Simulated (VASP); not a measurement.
# FePt (P4/mmm) in VASP: further runs

FePt is run at these levels: PBE; tasks: single point.

Everything below comes from runs of VASP 6.6.1. Logs are shortened: lines on timing, memory, paths and dates and some standing lists are left out, and cuts for length are marked.

### 1 The cell of the first run

Symmetry: P4/mmm, No. 123, tetragonal system. The conventional cell has a = 2.759 Å, b = 2.759 Å, c = 3.769 Å, α = 90.00°, β = 90.00°, γ = 90.00°. Within 3.6 Å of Fe (site symmetry 4/mmm) lie 8 Pt at 2.71 Å and 4 Fe at 2.76 Å. Pt (site symmetry 4/mmm) has 8 Fe at 2.71 Å and 4 Pt at 2.76 Å within 3.6 Å.

### 2 Single point, PBE, collinear spin, ferromagnetic start

INCAR reads:

```
  PREC = Accurate
  ENCUT = 520
  EDIFF = 1E-6
  ISMEAR = 1
  SIGMA = 0.1
  LREAL = F
  LASPH = T
  NELM = 150
  ALGO = Normal
  ISIF = 2
  LWAVE = F
  LCHARG = T
  ISPIN = 2
  MAGMOM = 2.4 0
  LORBIT = 11
  LMAXMIX = 4
  GGA = PE
  LELF = T
  LVHAR = T
  NBANDS = 20
```

KPOINTS reads:

```
regular mesh
0
Gamma
  10 10 7
```

POSCAR reads:

```
FePt
1.0
    2.7593396363      0.0000000000      0.0000000000
    0.0000000000      2.7593396363      0.0000000000
    0.0000000000      0.0000000000      3.7689529822
Fe Pt
1 1
Direct
    0.0000000000      0.0000000000      0.0000000000
    0.5000000000      0.5000000000      0.5000000000
```

Potentials or basis: VASP PAW PBE potentials, release 64 (Fe, Pt).

Run with:

```
cat potpaw_PBE.64/Fe/POTCAR potpaw_PBE.64/Pt/POTCAR > POTCAR
mpirun -np 1 vasp_std > vasp.out
```

OUTCAR:

```text
PREC = Accurate
   ENCUT = 520
   EDIFF = 1E-6
   ISMEAR = 1
   LREAL = F
   LASPH = T
   NELM = 150
   ISIF = 2
   ISPIN = 2
   LORBIT = 11
   GGA = PE

 ion  position               nearest neighbor table
   1  0.000  0.000  0.000-   2 2.71   2 2.71   2 2.71   2 2.71   2 2.71   2 2.71   2 2.71   2 2.71

   2  0.500  0.500  0.500-   1 2.71   1 2.71   1 2.71   1 2.71   1 2.71   1 2.71   1 2.71   1 2.71

  LATTYP: Found a simple tetragonal cell.
 ALAT       =     2.7593396363
 C/A-ratio  =     1.3658894804

  Lattice vectors:

 A1 = (   2.7593396363,   0.0000000000,   0.0000000000)
 A2 = (   0.0000000000,   2.7593396363,   0.0000000000)
 A3 = (   0.0000000000,   0.0000000000,   3.7689529822)

Analysis of symmetry for initial positions (statically):
=====================================================================
 Subroutine PRICEL returns:
 Original cell was already a primitive cell.

 Routine SETGRP: Setting up the symmetry group for a
 simple tetragonal supercell.

 Subroutine GETGRP returns: Found 16 space group operations
 (whereof 16 operations were pure point group operations)
 out of a pool of 16 trial point group operations.

The static configuration has the point symmetry D_4h.

Analysis of symmetry for dynamics (positions and initial velocities):
=====================================================================
 Subroutine PRICEL returns:
 Original cell was already a primitive cell.

 Routine SETGRP: Setting up the symmetry group for a
 simple tetragonal supercell.

 Subroutine GETGRP returns: Found 16 space group operations
 (whereof 16 operations were pure point group operations)
 out of a pool of 16 trial point group operations.

The dynamic configuration has the point symmetry D_4h.

Analysis of structural, dynamic, and magnetic symmetry:
=====================================================================
 Subroutine PRICEL returns:
 Original cell was already a primitive cell.

 Routine SETGRP: Setting up the symmetry group for a
 simple tetragonal supercell.

 Subroutine GETGRP returns: Found 16 space group operations
 (whereof 16 operations were pure point group operations)
 out of a pool of 16 trial point group operations.

The overall configuration has the point symmetry D_4h.

 Subroutine INISYM returns: Found 16 space group operations
 (whereof 16 operations are pure point group operations),
 and found     1 'primitive' translations

----------------------------------------------------------------------------------------

                                     Primitive cell

  volume of cell :      28.6966

  direct lattice vectors                    reciprocal lattice vectors
     2.759339636  0.000000000  0.000000000     0.362405551  0.000000000  0.000000000
     0.000000000  2.759339636  0.000000000     0.000000000  0.362405551  0.000000000
     0.000000000  0.000000000  3.768952982     0.000000000  0.000000000  0.265325677

  length of vectors
     2.759339636  2.759339636  3.768952982     0.362405551  0.362405551  0.265325677

  position of ions in fractional coordinates (direct lattice)
     0.000000000  0.000000000  0.000000000
     0.500000000  0.500000000  0.500000000

  ion indices of the primitive-cell ions
   primitive index   ion index
                 1           1
                 2           2

----------------------------------------------------------------------------------------

 KPOINTS: regular mesh

Automatic generation of k-mesh.
 Grid dimensions read from file:
 generate k-points for:   10   10    7

 Generating k-lattice:

  Cartesian coordinates                     Fractional coordinates (reciprocal lattice)
     0.036240555  0.000000000  0.000000000     0.100000000  0.000000000  0.000000000
     0.000000000  0.036240555  0.000000000     0.000000000  0.100000000  0.000000000
     0.000000000  0.000000000  0.037903668     0.000000000  0.000000000  0.142857143

  Length of vectors
     0.036240555  0.036240555  0.037903668

  Shift w.r.t. Gamma in fractional coordinates (k-lattice)
     0.000000000  0.000000000  0.000000000

 Subroutine IBZKPT returns following result:
 ===========================================

 Found     84 irreducible k-points:

 Following reciprocal coordinates:
            Coordinates               Weight
  0.000000  0.000000  0.000000      1.000000
  0.100000  0.000000  0.000000      4.000000
  0.200000  0.000000  0.000000      4.000000
  0.300000  0.000000  0.000000      4.000000
  0.400000  0.000000  0.000000      4.000000
  0.500000  0.000000  0.000000      2.000000
[... 16 lines left out ...]
  0.100000  0.000000  0.142857      8.000000
  0.200000  0.000000  0.142857      8.000000
 [... further k-points ...]
   k-points           NKPTS =     84   k-points in BZ     NKDIM =     84   number of bands    NBANDS=     20
   number of dos      NEDOS =    301   number of ions     NIONS =      2
   total plane-waves  NPLWV =  16128
   dimension x,y,z NGX =    24 NGY =   24 NGZ =   28
   dimension x,y,z NGXF=    48 NGYF=   48 NGZF=   56
   ions per type =               1   1
   NGX,Y,Z   is equivalent  to a cutoff of  14.46, 14.46, 12.35 a.u.
   NGXF,Y,Z  is equivalent  to a cutoff of  28.92, 28.92, 24.70 a.u.
 SYSTEM =  unknown system
   PREC   = accura    normal or accurate (medium, high low for compatibility)
   ISTART =      0    job   : 0-new  1-cont  2-samecut
   ICHARG =      2    charge: 1-file 2-atom 10-const
   ISPIN  =      2    spin polarized calculation?
   LNONCOLLINEAR =      F non collinear calculations
   LSORBIT =      F    spin-orbit coupling
   LASPH  =      T    aspherical Exc in radial PAW
   ENCUT  =  520.0 eV  38.22 Ry    6.18 a.u.   5.13  5.13  7.01*2*pi/ulx,y,z
   NELM   =    150;   NELMIN=  2; NELMDL= -5     # of ELM steps
   EDIFF  = 0.1E-05   stopping-criterion for ELM
   LREAL  =      F    real-space projection
   EDIFFG = 0.1E-04   stopping-criterion for IOM
   NSW    =      0    number of steps for IOM
   IBRION =     -1    ionic relax: 0-MD 1-quasi-New 2-CG
   NFREE  =      0    steps in history (QN), initial steepest desc. (CG)
   ISIF   =      2    stress and relaxation
   ISYM   =      2    0-nonsym 1-usesym 2-fastsym
   POTIM  = 0.5000    time-step for ionic-motion
   TEBEG  =    0.0;   TEEND  =   0.0 temperature during run
   PSTRESS=    0.0 pullay stress
   NELECT =      18.0000    total number of electrons
   NUPDOWN=      -1.0000    fix difference up-down
   EMIN   =  10.00;   EMAX   =-10.00  energy-range for DOS
   EFERMI =   0.00;   METHOD = LEGACY
   ISMEAR =     1;   SIGMA  =   0.10  broadening in eV -4-tet -1-fermi 0-gaus
   EFERMI_NEDOS =   21; number of points for ismear=-14 and -15
   IALGO  =     38    algorithm
   IMIX   =      4    mixing-type and parameters
     AMIX     =   0.40;   BMIX     =  1.00
     AMIX_MAG =   1.60;   BMIX_MAG =  1.00
  volume/ion in A,a.u.               =      14.35        96.83
  Fermi-wavevector in a.u.,A,eV,Ry     =   1.401378  2.648221 26.719945  1.963861
  Thomas-Fermi vector in A             =   2.524245
   LORBIT       =     11    0 simple, 1 ext, 2 COOP (PROOUT), +10 PAW based schemes
   GGA     = PE    functional components
   LHFCALC =     F    Hartree Fock is set to
   AEXX    =    0.0000 exact exchange contribution
   IVDW    =     0    specifies the selected vdW correction
   LEPSILON=     F    determine dielectric tensor
   LRPA    =     F    only Hartree local field effects (RPA)
 spin polarized calculation
 Methfessel and Paxton  Order N= 1 SIGMA  =   0.10
  energy-cutoff  :      520.00
  volume of cell :       28.70
 maximum number of plane-waves:       788
 NGX is ok and might be reduce to    24
   NGX = 11   NGY = 11   NGZ = 15

 number of electron      17.9999998 magnetization       3.3577293

 Free energy of the ion-electron system (eV)
  ---------------------------------------------------
  ext. energy  EPLUGINS =         0.00000000
  ---------------------------------------------------
  free energy    TOTEN  =       -14.79423407 eV

  energy without entropy =      -14.79460451  energy(sigma->0) =      -14.79435755

 E-fermi :   8.1858     XC(G=0): -12.8328

 val. band max:        8.1735133485   @ k =   0.3000   0.2000   0.0000
 cond. band min:       8.1874708182   @ k =   0.5000   0.4000   0.4286
 fundamental gap:      0.0139574697
 Fermi energy:         8.1858001039

 spin component 1

 k-point     1 :       0.0000    0.0000    0.0000
  band No.  band energies     occupation
      1      -1.1087      1.00000
      2       2.0924      1.00000
      3       2.2991      1.00000
      4       4.8019      1.00000
      5       4.8019      1.00000
      6       5.2636      1.00000
[... 12 lines left out ...]
     19      29.3919      0.00000
     20      29.3919      0.00000
[... 507 lines left out ...]
 k-point    24 :       0.2000    0.0000    0.1429
  band No.  band energies     occupation
      1       0.0525      1.00000
      2       2.5989      1.00000
      3       3.0662      1.00000
      4       4.4791      1.00000
      5       5.0393      1.00000
      6       5.3783      1.00000
[... 12 lines left out ...]
     19      30.7251      0.00000
     20      30.8218      0.00000

 [... further k-points ...]

 spin component 2

 k-point     1 :       0.0000    0.0000    0.0000
  band No.  band energies     occupation
      1      -0.9719      1.00000
      2       2.6986      1.00000
      3       2.7222      1.00000
      4       5.9233      1.00000
      5       5.9233      1.00000
      6       7.4336      1.00000
[... 12 lines left out ...]
     19      29.5022      0.00000
     20      29.5022      0.00000
[... 507 lines left out ...]
 k-point    24 :       0.2000    0.0000    0.1429
  band No.  band energies     occupation
      1       0.1980      1.00000
      2       3.0852      1.00000
      3       3.6159      1.00000
      4       5.0604      1.00000
      5       6.1564      1.00000
      6       6.8581      1.00000
[... 12 lines left out ...]
     19      30.9571      0.00000
     20      31.1239      0.00000

 [... further k-points ...]
[... 5 lines left out ...]
  --------------------------------------------------------------------------------------
  -------------------------------------------------------------------------------------
  Total       -0.8680989     -0.8680989     -0.8352874      0.0000000      0.0000000      0.0000000
  in kB      -48.4672888    -48.4672888    -46.6353771      0.0000000      0.0000000      0.0000000
  external PRESSURE =     -47.8566515 kB  Pullay stress =       0.0000000 kB

 VOLUME and BASIS-vectors are now :
 -----------------------------------------------------------------------------
  energy-cutoff  :      520.00
  volume of cell :       28.70
      direct lattice vectors                 reciprocal lattice vectors
     2.759339636  0.000000000  0.000000000     0.362405551  0.000000000  0.000000000
     0.000000000  2.759339636  0.000000000     0.000000000  0.362405551  0.000000000
     0.000000000  0.000000000  3.768952982     0.000000000  0.000000000  0.265325677

 POSITION                                       TOTAL-FORCE (eV/Angst)
 -----------------------------------------------------------------------------------
      0.00000      0.00000      0.00000         0.000000      0.000000      0.000000
      1.37967      1.37967      1.88448         0.000000      0.000000      0.000000
 -----------------------------------------------------------------------------------
    total drift:                                0.000000      0.000000     -0.000000

  FREE ENERGIE OF THE ION-ELECTRON SYSTEM (eV)
  ---------------------------------------------------
  free  energy   TOTEN  =       -14.7942340695 eV

  energy  without entropy=      -14.7946045124  energy(sigma->0) =      -14.79435755

 total charge

# of ion       s       p       d       tot
------------------------------------------
    1        0.396   0.422   6.089   6.907
    2        0.695   0.619   8.033   9.348
--------------------------------------------------
tot          1.091   1.041  14.122  16.255

 magnetization (x)

# of ion       s       p       d       tot
------------------------------------------
    1        0.006  -0.006   2.994   2.993
    2       -0.025  -0.063   0.436   0.348
--------------------------------------------------
tot         -0.019  -0.070   3.430   3.341
```

It took 55 s on 1 thread of Intel Xeon Platinum 8488C (Sapphire Rapids), shared host; peak memory 0.21 GiB.

Results:

| Quantity | Value |
| --- | --- |
| Free energy | -14.7942 eV |
| Pressure | -4.8 GPa |
| Net moment | 3.36 μB per cell |
| Site moments | Fe +2.99; Pt +0.35 μB |
| Valence electrons inside the program's atomic spheres | Fe 6.91; Pt 9.35 |

Caveat: the cell stands under tension; spin-orbit coupling is left out, which moves the levels of the heavy elements.

### 3 Single point, PBE, collinear spin, ferromagnetic start

This run uses another cell than the first one, of 14.76 Å³/atom.

INCAR reads:

```
SYSTEM = FePt
PREC = Accurate
ENCUT = 520
EDIFF = 1E-6
ISMEAR = 1
SIGMA = 0.1
LREAL = .FALSE.
LASPH = .TRUE.
NELM = 150
ALGO = Normal
ISIF = 2
LWAVE = .FALSE.
LCHARG = .FALSE.
ISPIN = 2
MAGMOM = 2.4 0
LORBIT = 11
LMAXMIX = 4
GGA = PE
NBANDS = 20
```

KPOINTS reads:

```
Automatic mesh
0
G
  10 10 7
  0 0 0
```

POSCAR reads:

```
FePt
1.0
    2.7856206431      0.0000000000      0.0000000000
    0.0000000000      2.7856206431      0.0000000000
    0.0000000000      0.0000000000      3.8048499330
Fe Pt
1 1
Direct
    0.0000000000      0.0000000000      0.0000000000
    0.5000000000      0.5000000000      0.5000000000
```

Potentials or basis: VASP PAW PBE potentials, release 64 (Fe, Pt).

Run with:

```
cat potpaw_PBE.64/Fe/POTCAR potpaw_PBE.64/Pt/POTCAR > POTCAR
mpirun -np 1 vasp_std > vasp.out
```

Wall time 60 s (1 thread of Intel Xeon Platinum 8488C (Sapphire Rapids), shared host); peak memory 0.21 GiB.

Results (log left out):

```
Free energy                                           : -14.7577 eV
Pressure                                              : -9.5 GPa
Net moment                                            : 3.40 μB per cell
Site moments                                          : Fe +3.04; Pt +0.35 μB
Valence electrons inside the program's atomic spheres : Fe 6.86; Pt 9.29
```

Stress tensor (GPa, compression positive):
```
-9.55  0.00  0.00
 0.00 -9.55  0.00
 0.00  0.00 -9.43
```

Levels at points of the mesh, in eV from the Fermi level:
Spin up:
```tsv
k point	band 9	band 10	band 11	band 12	band 13	band 14
(0.00, 0.00, 0.00)	-0.59	-0.56	-0.56	2.23	8.96	11.22
(0.50, 0.00, 0.00)	-2.26	-1.55	-0.10	1.76	10.00	10.02
(0.50, 0.50, 0.00)	-0.68	0.40	1.59	1.59	6.91	9.18
```
Spin down:
| k point | band 5 | band 6 | band 7 | band 8 | band 9 | band 10 |
| --- | --- | --- | --- | --- | --- | --- |
| (0.00, 0.00, 0.00) | -2.17 | -0.72 | -0.67 | 0.59 | 1.54 | 1.54 |
| (0.50, 0.00, 0.00) | -2.24 | -1.29 | -1.01 | -0.71 | 0.58 | 0.70 |
| (0.50, 0.50, 0.00) | 0.81 | 1.13 | 1.56 | 1.60 | 1.60 | 1.61 |

Caveat: the cell stands under tension; spin-orbit coupling is left out, which moves the levels of the heavy elements.
